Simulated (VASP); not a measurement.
WC: single point with r2SCAN

Crystal: WC.

```xyz
2
Lattice="2.9119 0.0000 0.0000 -1.4559 2.5218 0.0378 0.0000 0.0426 2.8369" Properties=species:S:1:pos:R:3 pbc="T T T"
W     0.0000    0.0000    0.0000
C     1.4559    0.8619    1.4311
```

```json
{
 "Program": "VASP 6.6.1",
 "Task": "single point",
 "Functional": "r2SCAN",
 "Potentials or basis": "VASP PAW PBE potentials, release 64 (W_sv, C_h)",
 "Cutoff": "910 eV",
 "k mesh": "14 × 14 × 12",
 "Occupations": "gaussian, width 0.05 eV",
 "Spin": "no spin polarisation",
 "Dipole correction": "no",
 "Further INCAR settings": "ALGO = Normal; EDIFF = 1e-06; NBANDS = 16"
}
```

The pressure is 2.2 GPa, the largest force is 0.026 eV/Å and the band gap on the k mesh is zero (bands 9 and 10 overlap by 1.32 eV).

Forces on the atoms (eV/Å):
```
W    0.000  0.026  0.000
C    0.000 -0.026  0.000
```

Stress tensor (GPa, compression positive):
```
 1.89  0.00  0.00
 0.00  2.26 -9.61
 0.00 -9.61  2.45
```

Levels at points of the mesh, in eV from the Fermi level:
```tsv
k point	band 6	band 7	band 8	band 9	band 10	band 11	band 12	band 13
(0.00, 0.00, 0.00)	-4.45	-3.48	-3.47	0.13	3.35	3.38	5.99	5.99
(0.50, 0.00, 0.00)	-7.31	-3.79	-3.60	-0.51	2.46	4.71	5.11	7.28
(0.00, 0.50, 0.00)	-7.31	-3.87	-3.51	-0.51	2.50	4.72	5.09	7.25
(0.00, 0.00, 0.50)	-8.98	-2.10	-2.10	-0.56	-0.55	3.84	4.83	4.84
(0.50, 0.00, 0.50)	-6.70	-4.47	-4.35	0.24	4.58	5.48	6.95	9.62
(0.00, 0.50, 0.50)	-6.70	-4.48	-4.36	0.24	4.58	5.47	6.95	9.66
```

Run time: 13 min on 1 thread of Intel(R) Xeon(R) 6975P-C (Granite Rapids) (shared host), peak memory 0.56 GiB.

Caveat: the cutoff is under 1.25 times the usual one of these potentials, so pressure, stress and relaxed cells hold a basis-set (Pulay) error; the PAW data sets were made with another functional, which shifts forces and pressure a little; spin-orbit coupling is left out, which moves the levels of the heavy elements.
